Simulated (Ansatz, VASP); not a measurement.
## LaHg2 in VASP and in Ansatz

```
CELL_PARAMETERS angstrom
4.97447 0.00000 0.00000
-2.48724 4.30802 0.00000
0.00000 0.00000 3.65209
ATOMIC_POSITIONS crystal
La 0.00000 0.00000 0.00000
Hg 0.33333 0.66667 0.50000
Hg 0.66667 0.33333 0.50000
```

Change from the starting cell: volume scaled by 1.01, crystal datasets.

Alike in both runs: task electric field gradients; functional LDA; k mesh 8 × 8 × 9; occupations fermi-dirac, width 0.08 eV; no spin polarisation.

```csv
,VASP,Ansatz
version,VASP 6.6.1,Ansatz 0.2.0
potentials or method,"VASP PAW LDA potentials, release 64 (La, Hg), cutoff 520 eV","all-electron PAW with datasets made for the crystal, scalar-relativistic"
```

VASP gave:

| Quantity | Value |
| --- | --- |
| pressure (GPa) | -3.2 |
| traceless stress, the component that is largest in VASP (GPa) | -0.65 |
| size of Vzz on the site where it differs most (V/Å²) | 309.8 |

Problem. Which values does Ansatz return?

Solution. Pressure (GPa): -3.6; traceless stress, the component that is largest in VASP (GPa): -0.39; size of Vzz on the site where it differs most (V/Å²): 274.4.

LDA's correlation is that of Perdew and Zunger in VASP and of Perdew and Wang (1992) in Ansatz. Ansatz ran all-electron here, and VASP with PAW potentials.

Spin-orbit coupling is off throughout.
